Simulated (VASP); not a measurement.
## MgS: single point with PBEsol

The system is MgS.

```xyz
4
Lattice="3.8475 0.0000 0.0000 -1.9237 3.3320 0.0000 0.0000 0.0000 6.7084" Properties=species:S:1:pos:R:3 pbc="T T T"
Mg    1.9237    1.1107    3.3952
Mg    0.0000    2.2214    6.7494
S     0.0000    2.2214    2.4746
S     1.9237    1.1107    5.8288
```

```json
{
  "Program": "VASP 6.6.1",
  "Task": "single point",
  "Functional": "PBEsol",
  "Potentials or basis": "VASP PAW PBE potentials, release 64 (Mg, S)",
  "Cutoff": "520 eV",
  "k mesh": "6 × 6 × 4",
  "Occupations": "gaussian, width 0.02 eV",
  "Spin": "no spin polarisation",
  "Dipole correction": "no",
  "Further INCAR settings": "ALGO = Normal; EDIFF = 1e-07; NBANDS = 16"
}
```

```
Pressure               : 2.8 GPa
Largest force          : 0.006 eV/Å
Band gap on the k mesh : 3.34 eV, direct
```

Forces on the atoms (eV/Å):
```
Mg   0.000  0.000 -0.006
Mg   0.000  0.000 -0.006
S    0.000  0.000  0.006
S    0.000  0.000  0.006
```

Stress tensor (GPa, compression positive):
```
 4.32  0.00  0.00
 0.00  4.32  0.00
 0.00  0.00 -0.10
```

Levels at points of the mesh, in eV from the valence-band top:
```tsv
k point	band 5	band 6	band 7	band 8	band 9	band 10	band 11	band 12
(0.00, 0.00, 0.00)	-0.31	-0.31	0.00	0.00	3.34	5.17	7.45	7.89
(0.50, 0.00, 0.00)	-2.14	-1.21	-1.09	-0.46	4.64	4.82	5.73	7.56
(0.00, 0.00, 0.50)	-0.16	-0.16	-0.16	-0.16	5.14	5.14	7.19	7.19
(0.50, 0.00, 0.50)	-1.17	-1.17	-0.80	-0.80	4.28	4.28	6.15	6.15
```

Wall time 14 s on 1 thread of Intel(R) Xeon(R) 6975P-C (Granite Rapids), with other jobs on the host, peak memory 0.2 GiB.

Caveat: the PAW data sets were made with another functional, which shifts forces and pressure a little. PBEsol gaps usually lie below the measured ones, often by a third to a half.
